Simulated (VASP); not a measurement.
Set up this calculation in VASP 6.6.1, as the native input.

| Item | Value |
| --- | --- |
| Task | single point |
| Functional | PBEsol |
| Dispersion | D3(BJ) |
| Potentials or basis | VASP PAW PBE potentials, release 64 (C) |
| Cutoff | 520 eV |
| k mesh | 21 × 21 × 12 |
| Occupations | gaussian, width 0.15 eV |
| Spin | no spin polarisation |
| Dipole correction | no |
| Further INCAR settings | ALGO = Normal; EDIFF = 1e-07; NBANDS = 11 |

The structure of C lies in POSCAR:

```
C
1.0
    2.4987011397      0.0000000000      0.0000000000
   -1.2493505699      2.1639386634      0.0000000000
    0.0000000000      0.0000000000      3.5884245947
C
2
Direct
    0.3239365790      0.6478731580      0.0000000000
    0.6760634210      0.3521268420      0.0000000000
```

One way to write it, as run:

INCAR

```
SYSTEM = C
PREC = Accurate
ENCUT = 520
EDIFF = 1E-7
ISMEAR = 0
SIGMA = 0.15
LREAL = .False.
LASPH = .True.
NELM = 100
ALGO = Normal
ISIF = 2
LWAVE = .False.
LCHARG = .True.
GGA = PS
IVDW = 12
LELF = .True.
LVHAR = .True.
NBANDS = 11
```

KPOINTS

```
regular mesh
0
Gamma
  21 21 12
  0 0 0
```

Potentials or basis: VASP PAW PBE potentials, release 64 (C).

Run with:

```bash
$ cat potpaw_PBE.64/C/POTCAR > POTCAR
$ mpirun -np 1 vasp_std > vasp.out
```

It gave:

The pressure is -9.7 GPa, the largest force is 3.576 eV/Å and the band gap on the k mesh is zero (band 4 reaches 3.91 eV, above the bottom of band 5 at 3.68 eV). The dispersion energy per atom is -0.102 eV.

Caveat: the PAW data sets were made with another functional, which shifts forces and pressure a little.

It took 2.1 min on 1 thread of Intel Xeon 6975P-C, with other jobs on the host, peak memory 0.26 GiB.
